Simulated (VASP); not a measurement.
Cu2H3:

```
CELL_PARAMETERS angstrom
3.07151 0.00000 0.00000
0.22152 3.21365 0.00000
0.72501 0.69083 3.77523
ATOMIC_POSITIONS crystal
Cu 0.19157 0.19170 0.20604
Cu 0.83415 0.79386 0.78076
H 0.00298 0.31592 0.63961
H 0.67313 0.99255 0.36840
H 0.29817 0.70597 0.00520
```

```yaml
Program: VASP 6.6.1
Task: relaxation of cell and atoms
Functional: PBE
Potentials_or_basis: VASP PAW PBE potentials, release 64 (Cu, H)
Cutoff: 600 eV
k_mesh: 6 × 6 × 4
Occupations: gaussian, width 0.1 eV
Spin: no spin polarisation
```

At the start: pressure 2.3 GPa; volume 7.45 Å³/atom.

Question: How do energy, volume and symmetry change on relaxing?

Answer: Over 16 steps the energy falls by 26.2 meV/atom and the volume is 7.55 Å³/atom (+1.3 %); space group P1 (No. 1, to 0.1 Å) before and after.

The path:
```tsv
step	energy change (eV)	largest force (eV/Å)	pressure (GPa)	volume (Å³)
1	0.0000	0.0461	2.25	37.26
2	-0.0129	0.0724	0.60	37.83
3	-0.0194	0.1538	-1.81	38.74
4	-0.0302	0.1160	-1.60	38.72
5	-0.0482	0.2467	-0.77	38.63
6	-0.0640	0.2204	-0.28	38.38
7	-0.0915	0.2148	1.58	37.59
8	-0.1074	0.1635	-0.13	38.05
9	-0.1104	0.1484	-1.15	38.34
10	-0.1221	0.0861	-0.54	38.08
11	-0.1236	0.1083	-0.23	37.96
12	-0.1272	0.0567	0.04	37.78
13	-0.1277	0.0887	0.20	37.69
14	-0.1293	0.0560	0.03	37.74
15	-0.1299	0.0420	-0.09	37.79
16	-0.1309	0.0311	-0.01	37.75
```

Final structure:
```
Cu H
1.0
     2.94031   -0.06942    0.10934
     0.14069    3.05267    0.19668
     0.81352    0.88091    4.28778
Cu H
2 3
Direct
  0.21153 0.15484 0.20241
  0.84649 0.79623 0.77189
  0.00245 0.34969 0.61105
  0.65663 0.98039 0.40756
  0.28291 0.71884 0.00709
```

Caveat: the k points lie up to 0.37 Å⁻¹ apart in the final cell, too coarse for converged energies and pressures of a metal.
